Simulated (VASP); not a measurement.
# W (Fm-3m) in VASP: a series of runs

The runs below take W through single point, with PBEsol.

Everything below comes from runs of VASP 6.6.1. Logs are shortened: lines on timing, memory, paths and dates and some standing lists are left out, and cuts for length are marked.

## (1) The cell of the first run

Symmetry: Fm-3m, No. 225, cubic system. Conventional cell: a = 3.998 Å, b = 3.998 Å, c = 3.998 Å, α = 90.00°, β = 90.00°, γ = 90.00°. Within 3.7 Å of W (site symmetry m-3m) lie 12 W at 2.83 Å.

## (2) Single point, PBEsol

INCAR

```
SYSTEM = W
ALGO = Fast
EDIFF = 1E-6
ENCUT = 520
GGA = PS
ISIF = 2
ISMEAR = 0
LASPH = .TRUE.
LCHARG = .TRUE.
LELF = .TRUE.
LREAL = .FALSE.
LVHAR = .TRUE.
LWAVE = .FALSE.
NBANDS = 21
NELM = 80
PREC = Accurate
SIGMA = 0.15
```

KPOINTS

```
k-points
0
G
  16 16 12
  0 0 0
```

POSCAR

```
W
1.0
    0.0000000000     -1.9991269216     -1.9991269216
    0.0000000000      1.9991269216     -1.9991269216
    3.9982538432      0.0000000000      0.0000000000
W
2
Direct
    0.5000000000      0.5000000000      0.5000000000
    0.0000000000      0.0000000000      0.0000000000
```

Potentials or basis: VASP PAW PBE potentials, release 64 (W_sv).

Run with:

```
cat potpaw_PBE.64/W_sv/POTCAR > POTCAR
mpirun -np 1 vasp_std > vasp.out
```

OUTCAR:

```text
SYSTEM = W
   EDIFF = 1E-6
   ENCUT = 520
   GGA = PS
   ISIF = 2
   ISMEAR = 0
   LASPH = .TRUE.
   LREAL = .FALSE.
   NELM = 80
   PREC = Accurate

 ion  position               nearest neighbor table
   1  0.500  0.500  0.500-   2 2.83   2 2.83   2 2.83   2 2.83   2 2.83   2 2.83   2 2.83   2 2.83

   2  0.000  0.000  0.000-   1 2.83   1 2.83   1 2.83   1 2.83   1 2.83   1 2.83   1 2.83   1 2.83

  LATTYP: Found a simple tetragonal cell.
 ALAT       =     2.8271924054
 C/A-ratio  =     1.4142135624

  Lattice vectors:

 A1 = (   0.0000000000,  -1.9991269216,  -1.9991269216)
 A2 = (   0.0000000000,   1.9991269216,  -1.9991269216)
 A3 = (   3.9982538432,   0.0000000000,   0.0000000000)

Analysis of symmetry for initial positions (statically):
=====================================================================
 Subroutine PRICEL returns following result:

  LATTYP: Found a face centered cubic cell.
 ALAT       =     3.9982538432

  Lattice vectors:

 A1 = (  -1.9991269216,   0.0000000000,   1.9991269216)
 A2 = (  -1.9991269216,  -1.9991269216,   0.0000000000)
 A3 = (   0.0000000000,  -1.9991269216,   1.9991269216)

   2 primitive cells build up your supercell.

 Routine SETGRP: Setting up the symmetry group for a
 simple tetragonal supercell.

 Subroutine GETGRP returns: Found 16 space group operations
 (whereof 16 operations were pure point group operations)
 out of a pool of 16 trial point group operations.

The static configuration has the point symmetry D_4h.

Analysis of symmetry for dynamics (positions and initial velocities):
=====================================================================
 Subroutine PRICEL returns following result:

  LATTYP: Found a face centered cubic cell.
 ALAT       =     3.9982538432

  Lattice vectors:

 A1 = (  -1.9991269216,   0.0000000000,   1.9991269216)
 A2 = (  -1.9991269216,  -1.9991269216,   0.0000000000)
 A3 = (   0.0000000000,  -1.9991269216,   1.9991269216)

   2 primitive cells build up your supercell.

 Routine SETGRP: Setting up the symmetry group for a
 simple tetragonal supercell.

 Subroutine GETGRP returns: Found 16 space group operations
 (whereof 16 operations were pure point group operations)
 out of a pool of 16 trial point group operations.

The dynamic configuration has the point symmetry D_4h.
[... 90 lines left out ...]
   ICHARG =      2    charge: 1-file 2-atom 10-const
   ISPIN  =      1    spin polarized calculation?
   LNONCOLLINEAR =      F non collinear calculations
   LSORBIT =      F    spin-orbit coupling
   LASPH  =      T    aspherical Exc in radial PAW
   ENCUT  =  520.0 eV  38.22 Ry    6.18 a.u.   5.26  5.26  7.43*2*pi/ulx,y,z
   NELM   =     80;   NELMIN=  2; NELMDL= -5     # of ELM steps
   EDIFF  = 0.1E-05   stopping-criterion for ELM
   LREAL  =      F    real-space projection
   EDIFFG = 0.1E-04   stopping-criterion for IOM
   NSW    =      0    number of steps for IOM
   IBRION =     -1    ionic relax: 0-MD 1-quasi-New 2-CG
   NFREE  =      0    steps in history (QN), initial steepest desc. (CG)
   ISIF   =      2    stress and relaxation
   ISYM   =      2    0-nonsym 1-usesym 2-fastsym
   POTIM  = 0.5000    time-step for ionic-motion
   TEBEG  =    0.0;   TEEND  =   0.0 temperature during run
   PSTRESS=    0.0 pullay stress
   NELECT =      28.0000    total number of electrons
   NUPDOWN=      -1.0000    fix difference up-down
   EMIN   =  10.00;   EMAX   =-10.00  energy-range for DOS
   EFERMI =   0.00;   METHOD = LEGACY
   ISMEAR =     0;   SIGMA  =   0.15  broadening in eV -4-tet -1-fermi 0-gaus
   EFERMI_NEDOS =   21; number of points for ismear=-14 and -15
   IALGO  =     68    algorithm
   IMIX   =      4    mixing-type and parameters
     AMIX     =   0.40;   BMIX     =  1.00
     AMIX_MAG =   1.60;   BMIX_MAG =  1.00
  volume/ion in A,a.u.               =      15.98       107.83
  Fermi-wavevector in a.u.,A,eV,Ry     =   1.566512  2.960279 33.388164  2.453961
  Thomas-Fermi vector in A             =   2.668829
   LORBIT       =      0    0 simple, 1 ext, 2 COOP (PROOUT), +10 PAW based schemes
   GGA     = PS    functional components
   LHFCALC =     F    Hartree Fock is set to
   AEXX    =    0.0000 exact exchange contribution
   IVDW    =     0    specifies the selected vdW correction
   LEPSILON=     F    determine dielectric tensor
   LRPA    =     F    only Hartree local field effects (RPA)
 non-spin polarized calculation
 RMM-DIIS sequential band-by-band and
 Gauss-broadening in eV      SIGMA  =   0.15
  energy-cutoff  :      520.00
  volume of cell :       31.96
 maximum number of plane-waves:       888
 NGX is ok and might be reduce to    24

 number of electron      27.9999997 magnetization

 Free energy of the ion-electron system (eV)
  ---------------------------------------------------
  ext. energy  EPLUGINS =         0.00000000
  ---------------------------------------------------
  free energy    TOTEN  =       -26.63180905 eV

  energy without entropy =      -26.60271932  energy(sigma->0) =      -26.61726418

 E-fermi :  10.6839     XC(G=0): -13.7056

 val. band max:       10.6821280124   @ k =   0.3750   0.0000   0.1667
 cond. band min:      10.6898759804   @ k =   0.5000   0.3125   0.1667
 fundamental gap:      0.0077479681
 Fermi energy:        10.6838759646

 k-point     1 :       0.0000    0.0000    0.0000
  band No.  band energies     occupation
      1     -62.8909      2.00000
      2     -62.7309      2.00000
      3     -27.6605      2.00000
      4     -26.9369      2.00000
      5     -26.9369      2.00000
      6     -26.4819      2.00000
[... 565 lines left out ...]
     20      17.5692      0.00000
     21      23.6130      0.00000

 [... further k-points ...]

------------------------ aborting loop because EDIFF is reached ----------------------------------------

  FORCE on cell =-STRESS in cart. coord.  units (eV):
  Direction    XX          YY          ZZ          XY          YZ          ZX
  --------------------------------------------------------------------------------------
  -------------------------------------------------------------------------------------
  Total        0.1860509      0.1021861      0.1021861      0.0000000      0.0000000     -0.0000000
  in kB        9.3274124      5.1229663      5.1229663      0.0000000      0.0000000     -0.0000000
  external PRESSURE =       6.5244483 kB  Pullay stress =       0.0000000 kB

 VOLUME and BASIS-vectors are now :
 -----------------------------------------------------------------------------
  energy-cutoff  :      520.00
  volume of cell :       31.96
      direct lattice vectors                 reciprocal lattice vectors
     0.000000000 -1.999126922 -1.999126922     0.000000000 -0.250109182 -0.250109182
     0.000000000  1.999126922 -1.999126922     0.000000000  0.250109182 -0.250109182
     3.998253843  0.000000000  0.000000000     0.250109182  0.000000000  0.000000000

 POSITION                                       TOTAL-FORCE (eV/Angst)
 -----------------------------------------------------------------------------------
      1.99913      0.00000     -1.99913         0.000000      0.000000     -0.000000
      0.00000      0.00000      0.00000        -0.000000     -0.000000      0.000000
 -----------------------------------------------------------------------------------
    total drift:                               -0.000000      0.000000     -0.000000

  FREE ENERGIE OF THE ION-ELECTRON SYSTEM (eV)
  ---------------------------------------------------
  free  energy   TOTEN  =       -26.6318090523 eV

  energy  without entropy=      -26.6027193151  energy(sigma->0) =      -26.61726418
```

OSZICAR:

```text
N       E                     dE             d eps       ncg     rms          rms(c)
DAV:   1     0.267020182434E+03    0.26702E+03   -0.15697E+04 13254   0.155E+03
DAV:   2    -0.190564648143E+02   -0.28608E+03   -0.27886E+03 14292   0.456E+02
DAV:   3    -0.278782561315E+02   -0.88218E+01   -0.86325E+01 15286   0.785E+01
DAV:   4    -0.279642838427E+02   -0.86028E-01   -0.85786E-01 14315   0.813E+00
DAV:   5    -0.279651368155E+02   -0.85297E-03   -0.85295E-03 15126   0.845E-01    0.292E+01
RMM:   6    -0.269036181971E+02    0.10615E+01   -0.12013E+00 13739   0.841E+00    0.120E+01
RMM:   7    -0.266381557782E+02    0.26546E+00   -0.88279E-01 14440   0.684E+00    0.902E-01
RMM:   8    -0.266316950802E+02    0.64607E-02   -0.36371E-02 16074   0.154E+00    0.367E-01
RMM:   9    -0.266317282134E+02   -0.33133E-04   -0.69981E-03 15757   0.702E-01    0.586E-02
RMM:  10    -0.266317982938E+02   -0.70080E-04   -0.80013E-04 17171   0.277E-01    0.178E-02
RMM:  11    -0.266318087372E+02   -0.10443E-04   -0.18863E-04 16491   0.130E-01    0.140E-02
RMM:  12    -0.266318078054E+02    0.93186E-06   -0.31186E-05 15095   0.544E-02    0.612E-03
RMM:  13    -0.266318089443E+02   -0.11389E-05   -0.10230E-05 12987   0.291E-02    0.329E-03
RMM:  14    -0.266318090523E+02   -0.10799E-06   -0.10686E-06  9271   0.927E-03
   1 F= -.26631809E+02 E0= -.26617264E+02  d E =-.290897E-01
```

It took 64 s on 1 thread of Intel Xeon 6975P-C (Granite Rapids), shared host; peak memory 0.27 GiB.

What came out:

```
Free energy            : -26.6318 eV
Pressure               : 0.7 GPa
Band gap on the k mesh : zero (band 14 reaches 13.91 eV, above the bottom of band 15 at 10.31 eV)
```

Levels at points of the mesh, in eV from the Fermi level:
```csv
k point,band 11,band 12,band 13,band 14,band 15,band 16,band 17,band 18
"(0.00, 0.00, 0.00)",-4.69,-0.59,-0.59,-0.59,2.65,2.65,3.22,5.20
"(0.50, 0.00, 0.00)",-2.14,-2.14,-1.93,-1.93,0.87,0.87,2.33,2.33
"(0.50, 0.50, 0.00)",-4.68,-4.68,3.22,3.22,5.20,5.20,6.01,6.01
"(0.00, 0.00, 0.50)",-3.03,-3.03,-0.14,-0.14,1.63,1.63,1.63,1.63
"(0.50, 0.00, 0.50)",-0.83,-0.83,-0.83,-0.83,0.74,0.74,5.24,5.24
"(0.50, 0.50, 0.50)",-2.06,-2.06,-2.06,-2.06,1.30,1.30,6.02,6.02
```

Caveat: the PAW data sets were made with another functional, which shifts forces and pressure a little; spin-orbit coupling is left out, which moves the levels of the heavy elements.

## (3) Single point, PBEsol

This run uses another cell than the first one: it holds 1 atom, not 2.

INCAR

```
PREC = Accurate
ENCUT = 500
EDIFF = 1E-6
ISMEAR = 0
SIGMA = 0.1
LREAL = F
LASPH = T
NELM = 120
ALGO = Normal
ISIF = 2
LWAVE = F
LCHARG = F
GGA = PS
NBANDS = 13
GGA_COMPAT = F
```

KPOINTS

```
Automatic mesh
0
Gamma
  8 8 8
```

POSCAR

```
W
1.0
    0.0000000000      2.0002216365      2.0002216365
    2.0002216365      0.0000000000      2.0002216365
    2.0002216365      2.0002216365      0.0000000000
W
1
Direct
    0.0000000000      0.0000000000      0.0000000000
```

Potentials or basis: VASP PAW PBE potentials, release 64 (W_sv).

Run with:

```
cat potpaw_PBE.64/W_sv/POTCAR > POTCAR
mpirun -np 1 vasp_std > vasp.out
```

Run time: 5.2 s. Hardware: 1 thread of Intel Xeon Platinum 8375C at 2.90GHz (Ice Lake), shared host; peak memory 0.13 GiB.

It converged, with:

* Free energy: -13.3228 eV
* Pressure: 0.7 GPa
* Band gap on the k mesh: zero (band 7 reaches 13.87 eV, above the bottom of band 8 at 10.06 eV)

Levels at points of the mesh, in eV from the Fermi level:
| k point | band 3 | band 4 | band 5 | band 6 | band 7 | band 8 | band 9 | band 10 | band 11 | band 12 |
| --- | --- | --- | --- | --- | --- | --- | --- | --- | --- | --- |
| (0.00, 0.00, 0.00) | -37.11 | -37.11 | -9.05 | -0.52 | -0.52 | -0.52 | 2.72 | 2.72 | 12.94 | 18.26 |
| (0.50, 0.00, 0.00) | -37.27 | -37.27 | -5.66 | -0.75 | -0.75 | 0.82 | 5.30 | 5.30 | 10.74 | 12.58 |
| (0.50, 0.50, 0.00) | -37.56 | -37.56 | -5.59 | -4.60 | 3.30 | 5.26 | 6.07 | 6.07 | 12.04 | 12.04 |

Caveat: the PAW data sets were made with another functional, which shifts forces and pressure a little; spin-orbit coupling is left out, which moves the levels of the heavy elements.

(Continued in part 2 of 2.)
